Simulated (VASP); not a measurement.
# DyBe (Pm-3m) in VASP: single point with PBE

Aim: the single point of DyBe with PBE.

Everything below comes from runs of VASP 6.6.1. Logs are shortened: lines on timing, memory, paths and dates and some standing lists are left out, and cuts for length are marked.

## 1. The cell of the first run

It takes space group Pm-3m (No. 221, cubic). Conventional cell: a = 3.398 Å, b = 3.398 Å, c = 3.398 Å, α = 90.00°, β = 90.00°, γ = 90.00°. Within 3.9 Å of Dy (site symmetry m-3m) lie 8 Be at 2.94 Å and 6 Dy at 3.40 Å. Be (site symmetry m-3m) has 8 Dy at 2.94 Å and 6 Be at 3.40 Å within 3.9 Å.

The cell was generated, and may not be a known phase.

## 2. Single point, PBE

INCAR reads:

```
PREC = Accurate
ENCUT = 600
EDIFF = 1E-6
ISMEAR = 0
SIGMA = 0.1
LREAL = False
LASPH = True
NELM = 200
ALGO = Normal
ISIF = 2
LWAVE = False
LCHARG = False
GGA = PE
NBANDS = 12
GGA_COMPAT = False
LMAXMIX = 6
```

KPOINTS reads:

```
regular mesh
0
Gamma
  14 14 14
```

POSCAR reads:

```
DyBe
1.0
    3.3977483328      0.0000000000      0.0000000000
    0.0000000000      3.3977483328      0.0000000000
    0.0000000000      0.0000000000      3.3977483328
Dy Be
1 1
Direct
    0.0000000000      0.0000000000      0.0000000000
    0.5000000000      0.5000000000      0.5000000000
```

Potentials or basis: VASP PAW PBE potentials, release 64 (Dy_3, Be), 4f in core.

On the command line:

```sh
$ cat potpaw_PBE.64/Dy_3/POTCAR potpaw_PBE.64/Be/POTCAR > POTCAR
$ mpirun -np 1 vasp_std > vasp.out
```

OUTCAR:

```text
PREC = Accurate
   ENCUT = 600
   EDIFF = 1E-6
   ISMEAR = 0
   LREAL = False
   LASPH = True
   NELM = 200
   ISIF = 2
   GGA = PE

 ion  position               nearest neighbor table
   1  0.000  0.000  0.000-   2 2.94   2 2.94   2 2.94   2 2.94   2 2.94   2 2.94   2 2.94   2 2.94

   2  0.500  0.500  0.500-   1 2.94   1 2.94   1 2.94   1 2.94   1 2.94   1 2.94   1 2.94   1 2.94

  LATTYP: Found a simple cubic cell.
 ALAT       =     3.3977483328

  Lattice vectors:

 A1 = (   3.3977483328,   0.0000000000,   0.0000000000)
 A2 = (   0.0000000000,   3.3977483328,   0.0000000000)
 A3 = (   0.0000000000,   0.0000000000,   3.3977483328)

Analysis of symmetry for initial positions (statically):
=====================================================================
 Subroutine PRICEL returns:
 Original cell was already a primitive cell.

 Routine SETGRP: Setting up the symmetry group for a
 simple cubic supercell.

 Subroutine GETGRP returns: Found 48 space group operations
 (whereof 48 operations were pure point group operations)
 out of a pool of 48 trial point group operations.

The static configuration has the point symmetry O_h .

Analysis of symmetry for dynamics (positions and initial velocities):
=====================================================================
 Subroutine PRICEL returns:
 Original cell was already a primitive cell.

 Routine SETGRP: Setting up the symmetry group for a
 simple cubic supercell.

 Subroutine GETGRP returns: Found 48 space group operations
 (whereof 48 operations were pure point group operations)
 out of a pool of 48 trial point group operations.

The dynamic configuration has the point symmetry O_h .

 Subroutine INISYM returns: Found 48 space group operations
 (whereof 48 operations are pure point group operations),
 and found     1 'primitive' translations

----------------------------------------------------------------------------------------

                                     Primitive cell

  volume of cell :      39.2260

  direct lattice vectors                    reciprocal lattice vectors
     3.397748333  0.000000000  0.000000000     0.294312557  0.000000000  0.000000000
     0.000000000  3.397748333  0.000000000     0.000000000  0.294312557  0.000000000
     0.000000000  0.000000000  3.397748333     0.000000000  0.000000000  0.294312557

  length of vectors
     3.397748333  3.397748333  3.397748333     0.294312557  0.294312557  0.294312557

  position of ions in fractional coordinates (direct lattice)
     0.000000000  0.000000000  0.000000000
     0.500000000  0.500000000  0.500000000

  ion indices of the primitive-cell ions
   primitive index   ion index
                 1           1
                 2           2

----------------------------------------------------------------------------------------

 KPOINTS: regular mesh

Automatic generation of k-mesh.
 Grid dimensions read from file:
 generate k-points for:   14   14   14

 Generating k-lattice:

  Cartesian coordinates                     Fractional coordinates (reciprocal lattice)
     0.021022326  0.000000000  0.000000000     0.071428571  0.000000000  0.000000000
     0.000000000  0.021022326  0.000000000     0.000000000  0.071428571  0.000000000
     0.000000000  0.000000000  0.021022326     0.000000000  0.000000000  0.071428571

  Length of vectors
     0.021022326  0.021022326  0.021022326

  Shift w.r.t. Gamma in fractional coordinates (k-lattice)
     0.000000000  0.000000000  0.000000000

 Subroutine IBZKPT returns following result:
 ===========================================

 Found    120 irreducible k-points:

 Following reciprocal coordinates:
            Coordinates               Weight
  0.000000  0.000000  0.000000      1.000000
  0.071429  0.000000  0.000000      6.000000
  0.142857  0.000000  0.000000      6.000000
  0.214286  0.000000  0.000000      6.000000
  0.285714  0.000000  0.000000      6.000000
  0.357143  0.000000  0.000000      6.000000
[... 16 lines left out ...]
  0.285714  0.214286  0.000000     24.000000
  0.357143  0.214286  0.000000     24.000000
 [... further k-points ...]
   k-points           NKPTS =    120   k-points in BZ     NKDIM =    120   number of bands    NBANDS=     12
   number of dos      NEDOS =    301   number of ions     NIONS =      2
   total plane-waves  NPLWV =  21952
   dimension x,y,z NGX =    28 NGY =   28 NGZ =   28
   dimension x,y,z NGXF=    56 NGYF=   56 NGZF=   56
   ions per type =               1   1
   NGX,Y,Z   is equivalent  to a cutoff of  13.70, 13.70, 13.70 a.u.
   NGXF,Y,Z  is equivalent  to a cutoff of  27.40, 27.40, 27.40 a.u.
 SYSTEM =  unknown system
   PREC   = accura    normal or accurate (medium, high low for compatibility)
   ISTART =      0    job   : 0-new  1-cont  2-samecut
   ICHARG =      2    charge: 1-file 2-atom 10-const
   ISPIN  =      1    spin polarized calculation?
   LNONCOLLINEAR =      F non collinear calculations
   LSORBIT =      F    spin-orbit coupling
   LASPH  =      T    aspherical Exc in radial PAW
   ENCUT  =  600.0 eV  44.10 Ry    6.64 a.u.   6.79  6.79  6.79*2*pi/ulx,y,z
   NELM   =    200;   NELMIN=  2; NELMDL= -5     # of ELM steps
   EDIFF  = 0.1E-05   stopping-criterion for ELM
   LREAL  =      F    real-space projection
   EDIFFG = 0.1E-04   stopping-criterion for IOM
   NSW    =      0    number of steps for IOM
   IBRION =     -1    ionic relax: 0-MD 1-quasi-New 2-CG
   NFREE  =      0    steps in history (QN), initial steepest desc. (CG)
   ISIF   =      2    stress and relaxation
   ISYM   =      2    0-nonsym 1-usesym 2-fastsym
   POTIM  = 0.5000    time-step for ionic-motion
   TEBEG  =    0.0;   TEEND  =   0.0 temperature during run
   PSTRESS=    0.0 pullay stress
   NELECT =      11.0000    total number of electrons
   NUPDOWN=      -1.0000    fix difference up-down
   EMIN   =  10.00;   EMAX   =-10.00  energy-range for DOS
   EFERMI =   0.00;   METHOD = LEGACY
   ISMEAR =     0;   SIGMA  =   0.10  broadening in eV -4-tet -1-fermi 0-gaus
   EFERMI_NEDOS =   21; number of points for ismear=-14 and -15
   IALGO  =     38    algorithm
   IMIX   =      4    mixing-type and parameters
     AMIX     =   0.40;   BMIX     =  1.00
     AMIX_MAG =   1.60;   BMIX_MAG =  1.00
  volume/ion in A,a.u.               =      19.61       132.35
  Fermi-wavevector in a.u.,A,eV,Ry     =   1.071555  2.024946 15.622623  1.148230
  Thomas-Fermi vector in A             =   2.207299
   LORBIT       =      0    0 simple, 1 ext, 2 COOP (PROOUT), +10 PAW based schemes
   GGA     = PE    functional components
   LHFCALC =     F    Hartree Fock is set to
   AEXX    =    0.0000 exact exchange contribution
   IVDW    =     0    specifies the selected vdW correction
   LEPSILON=     F    determine dielectric tensor
   LRPA    =     F    only Hartree local field effects (RPA)
 non-spin polarized calculation
 Gauss-broadening in eV      SIGMA  =   0.10
  energy-cutoff  :      600.00
  volume of cell :       39.23
 maximum number of plane-waves:      1357
 NGX is ok and might be reduce to    28
   NGX = 13   NGY = 13   NGZ = 13

 number of electron      10.9999999 magnetization

 Free energy of the ion-electron system (eV)
  ---------------------------------------------------
  ext. energy  EPLUGINS =         0.00000000
  ---------------------------------------------------
  free energy    TOTEN  =        -8.09043763 eV

  energy without entropy =       -8.07764096  energy(sigma->0) =       -8.08403929

 E-fermi :   3.6062     XC(G=0): -10.1331

 val. band max:        3.6057069170   @ k =   0.2857   0.2857   0.0714
 cond. band min:       3.6161656456   @ k =   0.4286   0.2143   0.1429
 fundamental gap:      0.0104587286
 Fermi energy:         3.6062023673

 k-point     1 :       0.0000    0.0000    0.0000
  band No.  band energies     occupation
      1     -19.0231      2.00000
      2     -19.0231      2.00000
      3     -19.0231      2.00000
      4      -2.8616      2.00000
      5       3.3855      1.99820
      6       3.3855      1.99820
      7       7.8664      0.00000
      8       7.8664      0.00000
      9       7.8664      0.00000
     10       9.1451      0.00000
     11       9.1451      0.00000
     12       9.1451      0.00000

 k-point     2 :       0.0714    0.0000    0.0000
  band No.  band energies     occupation
      1     -19.0531      2.00000
      2     -19.0204      2.00000
      3     -19.0204      2.00000
      4      -2.7743      2.00000
      5       3.3915      1.99761
      6       3.4231      1.99038
      7       7.5187      0.00000
      8       7.5187      0.00000
      9       7.7820      0.00000
     10       9.1639      0.00000
     11       9.5102      0.00000
     12       9.5102      0.00000

 k-point     3 :       0.1429    0.0000    0.0000
  band No.  band energies     occupation
      1     -19.1362      2.00000
      2     -19.0128      2.00000
      3     -19.0128      2.00000
      4      -2.5209      2.00000
      5       3.3507      1.99970
      6       3.5322      1.70482
      7       6.9122      0.00000
      8       6.9122      0.00000
      9       7.6653      0.00000
     10       9.2174      0.00000
     11      10.1793      0.00000
     12      10.1793      0.00000
[... 286 lines left out ...]
 k-point    23 :       0.2857    0.2143    0.0000
  band No.  band energies     occupation
      1     -19.3528      2.00000
      2     -19.2117      2.00000
      3     -18.9691      2.00000
      4      -0.9725      2.00000
      5       2.7339      2.00000
      6       3.7454      0.04896
      7       5.2943      0.00000
      8       6.0638      0.00000
      9       8.0153      0.00000
     10       8.9089      0.00000
     11      10.8551      0.00000
     12      12.1942      0.00000

 k-point    24 :       0.3571    0.2143    0.0000
  band No.  band energies     occupation
      1     -19.4621      2.00000
      2     -19.1985      2.00000
      3     -18.9583      2.00000
      4      -0.4389      2.00000
      5       2.0985      2.00000
      6       3.9667      0.00000
      7       5.1718      0.00000
      8       5.8375      0.00000
      9       8.0787      0.00000
     10       9.4730      0.00000
     11      11.2799      0.00000
     12      12.1145      0.00000

 [... further k-points ...]

------------------------ aborting loop because EDIFF is reached ----------------------------------------

  FORCE on cell =-STRESS in cart. coord.  units (eV):
  Direction    XX          YY          ZZ          XY          YZ          ZX
  --------------------------------------------------------------------------------------
  -------------------------------------------------------------------------------------
  Total        0.0636068      0.0636068      0.0636068      0.0000000      0.0000000     -0.0000000
  in kB        2.5980064      2.5980064      2.5980064      0.0000000      0.0000000     -0.0000000
  external PRESSURE =       2.5980064 kB  Pullay stress =       0.0000000 kB

 VOLUME and BASIS-vectors are now :
 -----------------------------------------------------------------------------
  energy-cutoff  :      600.00
  volume of cell :       39.23
      direct lattice vectors                 reciprocal lattice vectors
     3.397748333  0.000000000  0.000000000     0.294312557  0.000000000  0.000000000
     0.000000000  3.397748333  0.000000000     0.000000000  0.294312557  0.000000000
     0.000000000  0.000000000  3.397748333     0.000000000  0.000000000  0.294312557

 POSITION                                       TOTAL-FORCE (eV/Angst)
 -----------------------------------------------------------------------------------
      0.00000      0.00000      0.00000         0.000000      0.000000      0.000000
      1.69887      1.69887      1.69887         0.000000      0.000000      0.000000
 -----------------------------------------------------------------------------------
    total drift:                               -0.000000     -0.000000     -0.000000

  FREE ENERGIE OF THE ION-ELECTRON SYSTEM (eV)
  ---------------------------------------------------
  free  energy   TOTEN  =        -8.0904376271 eV

  energy  without entropy=       -8.0776409607  energy(sigma->0) =       -8.08403929
```

Run time: 22 s. Hardware: 1 thread of Intel Xeon 6975P-C (Granite Rapids), shared host; peak memory 0.21 GiB.

What came out:

| Property | Result |
| --- | --- |
| Free energy | -8.0904 eV |
| Pressure | 0.3 GPa |
| Band gap on the k mesh | zero (an odd number of electrons rules out a gap without spin polarisation) |

Levels at points of the mesh, in eV from the Fermi level:
```
           k point  band 2  band 3  band 4  band 5  band 6  band 7  band 8  band 9  band 10  band 11
(0.00, 0.00, 0.00)  -22.63  -22.63   -6.47   -0.22   -0.22    4.26    4.26    4.26     5.54     5.54
(0.50, 0.00, 0.00)  -22.57  -22.57   -3.56   -2.74    0.71    1.52    1.52    5.95     7.09     7.99
(0.50, 0.50, 0.00)  -23.12  -22.52   -3.45    0.07    0.07    0.10    3.34    3.34     5.71     7.49
(0.50, 0.50, 0.50)  -23.04  -23.04   -2.21   -2.21   -2.21    1.28    6.61    6.61     6.61     7.70
```

Caveat: spin-orbit coupling is left out, which moves the levels of the heavy elements; the 4f electrons are frozen in the core, so they carry no moment and show no levels. Spin polarisation is off, so any magnetic state and its effect on volume and gap are missing.
